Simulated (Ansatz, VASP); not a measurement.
# Two plane-wave programs on ZnS

The input INCAR:

```
ALGO = Normal ; EDIFF = 1E-6
ENCUT = 520 ; GGA = PS
ISIF = 2 ; ISMEAR = 0
LASPH = True ; LCHARG = False
LREAL = False ; LWAVE = False
NBANDS = 26 ; NELM = 100
PREC = Accurate ; SIGMA = 0.01
```

File KPOINTS:

```
k-points
0
Gamma
  6 6 4
```

Contents of POSCAR:

```
ZnS
1.0
    3.8110000000      0.0000000000      0.0000000000
   -1.9055000000      3.3004228138      0.0000000000
    0.0000000000      0.0000000000      6.2340000000
Zn S
2 2
Direct
    0.3333333333      0.6666666667      0.0000000000
    0.6666666667      0.3333333333      0.5000000000
    0.3333333333      0.6666666667      0.3850000000
    0.6666666667      0.3333333333      0.8850000000
```

Input for Ansatz:

```yaml
crystal:
  lattice:
    a: 3.811
    b: 3.811
    c: 6.234
    alpha: 90.0
    beta: 90.0
    gamma: 120.0
  space_group: 186
  atoms:
    - { symbol: Zn, position: [0.3333333333333333, 0.6666666666666666, 0.0] }
    - { symbol: S, position: [0.3333333333333333, 0.6666666666666666, 0.385] }
basis:
  ecutwfc: 510.0
kpoints:
  mp_grid:
    grid: [6, 6, 4]
    shift: [0.0, 0.0, 0.0]
hamiltonian:
  xc: pbesol
scf:
  occupations:
    method: fixed
output:
  forces: true
  stress: true
```

Alike in both runs: task single point; functional PBEsol; k mesh 6 × 6 × 4; no spin polarisation.

```csv
,VASP,Ansatz
version,VASP 6.6.1,Ansatz 0.2.0
potentials or method,"VASP PAW PBE potentials, release 64 (Zn, S), cutoff 520 eV","plane waves, PAW"
occupations,"gaussian, width 0.01 eV",fixed
valence electrons in the cell,36,36
```

|  | VASP | Ansatz | Ansatz less VASP |
| --- | --- | --- | --- |
| pressure (GPa) | -1.1 | -1.3 | -0.19 |
| traceless stress, the component that is largest in VASP (GPa) | -1.26 | -1.24 | +0.015 |
| rms of the force components (eV/Å) | 0.179 | 0.178 | -0.0013 |

VASP's potentials were made for PBE, not for PBEsol. Atom by atom the forces differ by 0.001 eV/Å (rms over components).
